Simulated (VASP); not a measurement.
Input of a VASP 6.6.1 run:

Contents of INCAR:

```
SYSTEM = Cl
ALGO = Normal ; EDIFF = 1E-7
EDIFFG = -0.005 ; ENCUT = 520
GGA = PE ; IBRION = 2
ISIF = 2 ; ISMEAR = 0
LASPH = .TRUE. ; LCHARG = .FALSE.
LREAL = .FALSE. ; LWAVE = .FALSE.
NELM = 60 ; NSW = 60
PREC = Accurate ; SIGMA = 0.01
```

Contents of KPOINTS:

```
k-points
0
G
  1 1 1
  0 0 0
```

POSCAR

```
Cl
1.0
   13.0000000000      0.0000000000      0.0000000000
    0.0000000000     13.3000000000      0.0000000000
    0.0000000000      0.0000000000     13.6000000000
Cl
2
Direct
    0.4226923077      0.5000000000      0.5000000000
    0.5773076923      0.5000000000      0.5000000000
```

Potentials or basis: VASP PAW PBE potentials, release 64 (Cl).

Command:

```sh
$ cat potpaw_PBE.64/Cl/POTCAR > POTCAR
$ mpirun -np 1 vasp_gam > vasp.out
```

(1) Estimate the energy gained by relaxing.

(2) Predict the gap between the frontier levels.

Answers

(1) 1.2 meV/atom.

(2) 3.06 eV.
